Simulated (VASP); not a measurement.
# Al (P6_3/mmc) in VASP: further runs

Al is run at these levels: PBE+D3(BJ); tasks: single point.

All numbers are computed with VASP 6.6.1; they aren't measurements. Logs are shortened: lines on timing, memory, paths and dates and some standing lists are left out, and cuts for length are marked.

## 1. The cell of the first run

The structure is hexagonal, space group P6_3/mmc (No. 194). Conventional cell: a = 2.696 Å, b = 2.696 Å, c = 8.443 Å, α = 90.00°, β = 90.00°, γ = 120.00°. Within 3.5 Å of Al (site symmetry -3m) lie 12 Al at 2.62 to 2.70 Å. Al (site symmetry -6m2) has 12 Al at 2.62 to 2.70 Å within 3.5 Å.

## 2. Single point, PBE+D3(BJ)

Input file INCAR:

```
SYSTEM = Al
PREC = Accurate
ENCUT = 520
EDIFF = 1E-7
ISMEAR = 0
SIGMA = 0.15
LREAL = .False.
LASPH = .True.
NELM = 80
ALGO = Fast
ISIF = 2
LWAVE = .False.
LCHARG = .False.
GGA = PE
IVDW = 12
NBANDS = 14
```

Input file KPOINTS:

```
regular mesh
0
Gamma
  18 18 4
  0 0 0
```

Input file POSCAR:

```
Al
1.0
    2.6962000000      0.0000000000      0.0000000000
   -1.3481000000      2.3349776937      0.0000000000
    0.0000000000      0.0000000000      8.4426000000
Al
4
Direct
    0.0000000000      0.0000000000      0.0000000000
    0.3333333333      0.6666666667      0.2500000000
    0.0000000000      0.0000000000      0.5000000000
    0.6666666667      0.3333333333      0.7500000000
```

Potentials or basis: VASP PAW PBE potentials, release 64 (Al).

Launch:

```
$ cat potpaw_PBE.64/Al/POTCAR > POTCAR
$ mpirun -np 1 vasp_std > vasp.out
```

OUTCAR:

```text
SYSTEM = Al
   PREC = Accurate
   ENCUT = 520
   EDIFF = 1E-7
   ISMEAR = 0
   LREAL = .False.
   LASPH = .True.
   NELM = 80
   ISIF = 2
   GGA = PE
   IVDW = 12
 IVDW          = 12

 ion  position               nearest neighbor table
   1  0.000  0.000  0.000-   2 2.62   4 2.62   4 2.62   2 2.62   4 2.62   2 2.62
   2  0.333  0.667  0.250-   1 2.62   3 2.62   1 2.62   3 2.62   1 2.62   3 2.62
   3  0.000  0.000  0.500-   2 2.62   4 2.62   4 2.62   2 2.62   4 2.62   2 2.62
   4  0.667  0.333  0.750-   1 2.62   3 2.62   1 2.62   3 2.62   1 2.62   3 2.62

  LATTYP: Found a hexagonal cell.
 ALAT       =     2.6962000000
 C/A-ratio  =     3.1312958979

  Lattice vectors:

 A1 = (   2.6962000000,   0.0000000000,   0.0000000000)
 A2 = (  -1.3481000000,   2.3349776937,   0.0000000000)
 A3 = (   0.0000000000,   0.0000000000,   8.4426000000)

Analysis of symmetry for initial positions (statically):
=====================================================================
 Subroutine PRICEL returns:
 Original cell was already a primitive cell.

 Routine SETGRP: Setting up the symmetry group for a
 hexagonal supercell.

 Subroutine GETGRP returns: Found 24 space group operations
 (whereof 12 operations were pure point group operations)
 out of a pool of 24 trial point group operations.

The static configuration has the point symmetry D_3d.
 The point group associated with its full space group is D_6h.

Analysis of symmetry for dynamics (positions and initial velocities):
=====================================================================
 Subroutine PRICEL returns:
 Original cell was already a primitive cell.

 Routine SETGRP: Setting up the symmetry group for a
 hexagonal supercell.

 Subroutine GETGRP returns: Found 24 space group operations
 (whereof 12 operations were pure point group operations)
 out of a pool of 24 trial point group operations.

The dynamic configuration has the point symmetry D_3d.
 The point group associated with its full space group is D_6h.

 Subroutine INISYM returns: Found 24 space group operations
 (whereof 12 operations are pure point group operations),
 and found     1 'primitive' translations

----------------------------------------------------------------------------------------

                                     Primitive cell

  volume of cell :      53.1510

  direct lattice vectors                    reciprocal lattice vectors
     2.696200000  0.000000000  0.000000000     0.370892367  0.214134808  0.000000000
    -1.348100000  2.334977694  0.000000000     0.000000000  0.428269616  0.000000000
     0.000000000  0.000000000  8.442600000     0.000000000  0.000000000  0.118446924

  length of vectors
     2.696200000  2.696200000  8.442600000     0.428269616  0.428269616  0.118446924

  position of ions in fractional coordinates (direct lattice)
     0.000000000  0.000000000  0.000000000
     0.333333333  0.666666667  0.250000000
     0.000000000  0.000000000  0.500000000
     0.666666667  0.333333333  0.750000000

  ion indices of the primitive-cell ions
   primitive index   ion index
                 1           1
                 2           2
                 3           3
                 4           4

----------------------------------------------------------------------------------------

 KPOINTS: regular mesh

Automatic generation of k-mesh.
 Grid dimensions read from file:
 generate k-points for:   18   18    4

 Generating k-lattice:

  Cartesian coordinates                     Fractional coordinates (reciprocal lattice)
     0.020605132  0.011896378  0.000000000     0.055555556 -0.000000000  0.000000000
     0.000000000  0.023792756  0.000000000     0.000000000  0.055555556  0.000000000
     0.000000000  0.000000000  0.029611731     0.000000000  0.000000000  0.250000000

  Length of vectors
     0.023792756  0.023792756  0.029611731

  Shift w.r.t. Gamma in fractional coordinates (k-lattice)
     0.000000000  0.000000000  0.000000000

 Subroutine IBZKPT returns following result:
 ===========================================

 Found    111 irreducible k-points:

 Following reciprocal coordinates:
            Coordinates               Weight
  0.000000  0.000000  0.000000      1.000000
  0.055556  0.000000  0.000000      6.000000
  0.111111  0.000000  0.000000      6.000000
  0.166667  0.000000  0.000000      6.000000
  0.222222  0.000000  0.000000      6.000000
  0.277778  0.000000  0.000000      6.000000
[... 16 lines left out ...]
  0.333333  0.111111  0.000000     12.000000
  0.388889  0.111111  0.000000     12.000000
 [... further k-points ...]
   k-points           NKPTS =    111   k-points in BZ     NKDIM =    111   number of bands    NBANDS=     14
   number of dos      NEDOS =    301   number of ions     NIONS =      4
   total plane-waves  NPLWV =  25600
   dimension x,y,z NGX =    20 NGY =   20 NGZ =   64
   dimension x,y,z NGXF=    40 NGYF=   40 NGZF=  128
   ions per type =               4
   NGX,Y,Z   is equivalent  to a cutoff of  12.33, 12.33, 12.60 a.u.
   NGXF,Y,Z  is equivalent  to a cutoff of  24.66, 24.66, 25.20 a.u.
 SYSTEM =  Al
   PREC   = accura    normal or accurate (medium, high low for compatibility)
   ISTART =      0    job   : 0-new  1-cont  2-samecut
   ICHARG =      2    charge: 1-file 2-atom 10-const
   ISPIN  =      1    spin polarized calculation?
   LNONCOLLINEAR =      F non collinear calculations
   LSORBIT =      F    spin-orbit coupling
   LASPH  =      T    aspherical Exc in radial PAW
   ENCUT  =  520.0 eV  38.22 Ry    6.18 a.u.   5.01  5.01 15.70*2*pi/ulx,y,z
   NELM   =     80;   NELMIN=  2; NELMDL= -5     # of ELM steps
   EDIFF  = 0.1E-06   stopping-criterion for ELM
   LREAL  =      F    real-space projection
   EDIFFG = 0.1E-05   stopping-criterion for IOM
   NSW    =      0    number of steps for IOM
   IBRION =     -1    ionic relax: 0-MD 1-quasi-New 2-CG
   NFREE  =      0    steps in history (QN), initial steepest desc. (CG)
   ISIF   =      2    stress and relaxation
   ISYM   =      2    0-nonsym 1-usesym 2-fastsym
   POTIM  = 0.5000    time-step for ionic-motion
   TEBEG  =    0.0;   TEEND  =   0.0 temperature during run
   PSTRESS=    0.0 pullay stress
   NELECT =      12.0000    total number of electrons
   NUPDOWN=      -1.0000    fix difference up-down
   EMIN   =  10.00;   EMAX   =-10.00  energy-range for DOS
   EFERMI =   0.00;   METHOD = LEGACY
   ISMEAR =     0;   SIGMA  =   0.15  broadening in eV -4-tet -1-fermi 0-gaus
   EFERMI_NEDOS =   21; number of points for ismear=-14 and -15
   IALGO  =     68    algorithm
   IMIX   =      4    mixing-type and parameters
     AMIX     =   0.40;   BMIX     =  1.00
     AMIX_MAG =   1.60;   BMIX_MAG =  1.00
  volume/ion in A,a.u.               =      13.29        89.67
  Fermi-wavevector in a.u.,A,eV,Ry     =   0.996854  1.883781 13.520353  0.993718
  Thomas-Fermi vector in A             =   2.128971
   LORBIT       =      0    0 simple, 1 ext, 2 COOP (PROOUT), +10 PAW based schemes
   GGA     = PE    functional components
   LHFCALC =     F    Hartree Fock is set to
   AEXX    =    0.0000 exact exchange contribution
   IVDW    =    12    specifies the selected vdW correction
   LEPSILON=     F    determine dielectric tensor
   LRPA    =     F    only Hartree local field effects (RPA)
 non-spin polarized calculation
 RMM-DIIS sequential band-by-band and
 Gauss-broadening in eV      SIGMA  =   0.15
  energy-cutoff  :      520.00
  volume of cell :       53.15
 maximum number of plane-waves:      1464
 NGX is ok and might be reduce to    20
   NGX =  9   NGY =  9   NGZ = 31

 number of electron      12.0000000 magnetization

 Free energy of the ion-electron system (eV)
  ---------------------------------------------------
  ext. energy  EPLUGINS =         0.00000000
  ---------------------------------------------------
  free energy    TOTEN  =       -13.98352451 eV

  energy without entropy =      -13.97007075  energy(sigma->0) =      -13.97679763

 E-fermi :  10.4238     XC(G=0): -11.0071

 val. band max:       10.4160361374   @ k =   0.3333   0.0556   0.0000
 cond. band min:      10.4280193666   @ k =   0.2778   0.2222   0.0000
 fundamental gap:      0.0119832291
 Fermi energy:        10.4238232192

 k-point     1 :       0.0000    0.0000    0.0000
  band No.  band energies     occupation
      1      -2.2631      2.00000
      2      -0.2117      2.00000
      3      -0.2068      2.00000
      4       5.2680      2.00000
      5       6.3185      2.00000
      6      15.2326      0.00000
      7      15.2637      0.00000
      8      22.1009      0.00000
      9      22.1009      0.00000
     10      22.1287      0.00000
     11      22.1287      0.00000
     12      23.0856      0.00000
     13      23.1001      0.00000
     14      23.1400      0.00000

 k-point     2 :       0.0556    0.0000    0.0000
  band No.  band energies     occupation
      1      -2.1795      2.00000
      2      -0.1297      2.00000
      3      -0.1247      2.00000
      4       5.3435      2.00000
      5       6.3975      2.00000
      6      15.2819      0.00000
      7      15.3223      0.00000
      8      20.2887      0.00000
      9      20.9581      0.00000
     10      21.6793      0.00000
     11      21.8013      0.00000
     12      22.4180      0.00000
     13      22.4701      0.00000
     14      22.5167      0.00000

 k-point     3 :       0.1111    0.0000    0.0000
  band No.  band energies     occupation
      1      -1.9289      2.00000
      2       0.1162      2.00000
      3       0.1212      2.00000
      4       5.5701      2.00000
      5       6.6327      2.00000
      6      15.3885      0.00000
      7      15.4835      0.00000
      8      18.1182      0.00000
      9      19.5525      0.00000
     10      19.6870      0.00000
     11      19.9301      0.00000
     12      21.5229      0.00000
     13      21.5671      0.00000
     14      21.5823      0.00000

 k-point     4 :       0.1667    0.0000    0.0000
  band No.  band energies     occupation
      1      -1.5126      2.00000
      2       0.5246      2.00000
      3       0.5299      2.00000
      4       5.9478      2.00000
      5       7.0177      2.00000
      6      15.0666      0.00000
      7      15.6342      0.00000
      8      16.4777      0.00000
      9      17.3970      0.00000
     10      17.6696      0.00000
     11      19.0391      0.00000
     12      20.4386      0.00000
     13      20.7123      0.00000
     14      20.7190      0.00000

 k-point     5 :       0.2222    0.0000    0.0000
  band No.  band energies     occupation
      1      -0.9322      2.00000
      2       1.0938      2.00000
      3       1.0996      2.00000
      4       6.4766      2.00000
      5       7.5356      2.00000
      6      13.3540      0.00000
      7      14.8594      0.00000
      8      15.1876      0.00000
      9      16.5618      0.00000
     10      16.7682      0.00000
     11      18.2865      0.00000
[... 276 lines left out ...]
 k-point    22 :       0.2778    0.1111    0.0000
  band No.  band energies     occupation
      1       0.9536      2.00000
      2       2.9401      2.00000
      3       2.9485      2.00000
      4       8.2063      2.00000
      5       8.6338      2.00000
      6      10.2016      1.96381
      7      11.4302      0.00000
      8      11.5716      0.00000
      9      13.7640      0.00000
     10      15.4049      0.00000
     11      15.8653      0.00000
     12      16.5927      0.00000
     13      17.8196      0.00000
     14      18.9079      0.00000

 k-point    23 :       0.3333    0.1111    0.0000
  band No.  band energies     occupation
      1       2.0052      2.00000
      2       3.9626      2.00000
      3       3.9743      2.00000
      4       7.5490      2.00000
      5       9.0815      2.00000
      6       9.4906      2.00000
      7       9.8236      2.00000
      8      10.7838      0.00069
      9      13.3328      0.00000
     10      14.6039      0.00000
     11      15.3675      0.00000
     12      15.4304      0.00000
     13      16.8023      0.00000
     14      19.3685      0.00000

 k-point    24 :       0.3889    0.1111    0.0000
  band No.  band energies     occupation
      1       3.2046      2.00000
      2       5.0947      2.00000
      3       5.1226      2.00000
      4       6.0341      2.00000
      5       8.0613      2.00000
      6       8.0765      2.00000
      7      10.3951      1.21329
      8      11.4563      0.00000
      9      12.9515      0.00000
     10      13.1145      0.00000
     11      15.0585      0.00000
     12      15.0769      0.00000
     13      15.8899      0.00000
     14      19.9309      0.00000

 [... further k-points ...]

------------------------ aborting loop because EDIFF is reached ----------------------------------------

 Edisp (eV)   -1.68569

 E8    (eV) :    -0.7566

  FORCE on cell =-STRESS in cart. coord.  units (eV):
  Direction    XX          YY          ZZ          XY          YZ          ZX
  --------------------------------------------------------------------------------------
  -------------------------------------------------------------------------------------
  Total       6.66900     6.66900     9.09593     0.00000     0.00000    -0.00000
  in kB     201.02957   201.02957   274.18672     0.00000     0.00000    -0.00000
  external pressure =      225.42 kB  Pullay stress =        0.00 kB

 VOLUME and BASIS-vectors are now :
 -----------------------------------------------------------------------------
  energy-cutoff  :      520.00
  volume of cell :       53.15
      direct lattice vectors                 reciprocal lattice vectors
     2.696200000  0.000000000  0.000000000     0.370892367  0.214134808  0.000000000
    -1.348100000  2.334977694  0.000000000     0.000000000  0.428269616  0.000000000
     0.000000000  0.000000000  8.442600000     0.000000000  0.000000000  0.118446924

 POSITION                                       TOTAL-FORCE (eV/Angst)
 -----------------------------------------------------------------------------------
      0.00000      0.00000      0.00000         0.000000      0.000000      0.000000
     -0.00000      1.55665      2.11065        -0.000000      0.000000     -0.000000
      0.00000      0.00000      4.22130         0.000000      0.000000      0.000000
      1.34810      0.77833      6.33195        -0.000000     -0.000000     -0.000000
 -----------------------------------------------------------------------------------
    total drift:                               -0.000000      0.000000     -0.000000

  FREE ENERGIE OF THE ION-ELECTRON SYSTEM (eV)
  ---------------------------------------------------
  free  energy   TOTEN  =       -15.6692171734 eV

  energy  without entropy=      -15.6557634152  energy(sigma->0) =      -15.66249029
```

It took 33 s on 1 thread of Intel Xeon 6975P-C (Granite Rapids), shared host; peak memory 0.2 GiB.

What came out:

* Free energy: -15.6692 eV
* Pressure: 22.5 GPa
* Band gap on the k mesh: zero (band 6 reaches 15.39 eV, above the bottom of band 7 at 8.61 eV)
* Dispersion energy per atom: -0.421 eV

Stress tensor (GPa, compression positive):
```
20.10  0.00  0.00
 0.00 20.10  0.00
 0.00  0.00 27.42
```

Caveat: pairwise dispersion overbinds metals, which lowers pressure and volume.

## 3. Single point, PBE+D3(BJ)

This run uses another cell than the first one, of 13.41 Å³/atom, 1.009 times its volume.

Input file INCAR:

```
SYSTEM = Al
  ALGO = Normal
  EDIFF = 1E-6
  ENCUT = 520
  GGA = PE
  ISIF = 2
  ISMEAR = 0
  IVDW = 12
  LASPH = .True.
  LCHARG = .True.
  LELF = .True.
  LREAL = .False.
  LVHAR = .True.
  LWAVE = .False.
  NBANDS = 14
  NELM = 100
  PREC = Accurate
  SIGMA = 0.15
```

Input file KPOINTS:

```
k-points
0
Gamma
  18 18 4
  0 0 0
```

Input file POSCAR:

```
Al
1.0
    2.7750000000      0.0000000000      0.0000000000
   -1.3875000000      2.4032204955      0.0000000000
    0.0000000000      0.0000000000      8.0434000000
Al
4
Direct
    0.0000000000      0.0000000000      0.0000000000
    0.3333333333      0.6666666667      0.2500000000
    0.0000000000      0.0000000000      0.5000000000
    0.6666666667      0.3333333333      0.7500000000
```

Potentials or basis: VASP PAW PBE potentials, release 64 (Al).

Launch:

```
$ cat potpaw_PBE.64/Al/POTCAR > POTCAR
$ mpirun -np 1 vasp_std > vasp.out
```

It took 22 s on 1 thread of Intel Xeon 6975P-C (Granite Rapids), shared host; peak memory 0.21 GiB.

It converged, with:

* Free energy: -15.4817 eV
* Pressure: 23.0 GPa
* Band gap on the k mesh: zero (band 6 reaches 16.78 eV, above the bottom of band 7 at 8.28 eV)
* Dispersion energy per atom: -0.417 eV

Stress tensor (GPa, compression positive):
```
15.34  0.00  0.00
 0.00 15.34  0.00
 0.00  0.00 38.42
```

Levels at points of the mesh, in eV from the Fermi level:
```
           k point  band 2  band 3  band 4  band 5  band 6  band 7  band 8  band 9  band 10  band 11
(0.00, 0.00, 0.00)  -10.30  -10.30   -4.43   -2.98    6.53    6.62   10.39   10.39    10.53    10.53
(0.50, 0.00, 0.00)   -6.30   -4.65   -4.58   -3.74   -3.66    1.17    1.54    2.88     3.01     5.13
(0.00, 0.00, 0.50)  -11.99   -7.56   -7.56    1.08    1.08   10.79   10.79   10.79    10.79    10.97
(0.50, 0.00, 0.50)   -5.87   -5.75   -5.75   -1.86   -1.86   -1.08   -1.08    5.42     5.42     5.59
```

Caveat: pairwise dispersion overbinds metals, which lowers pressure and volume.
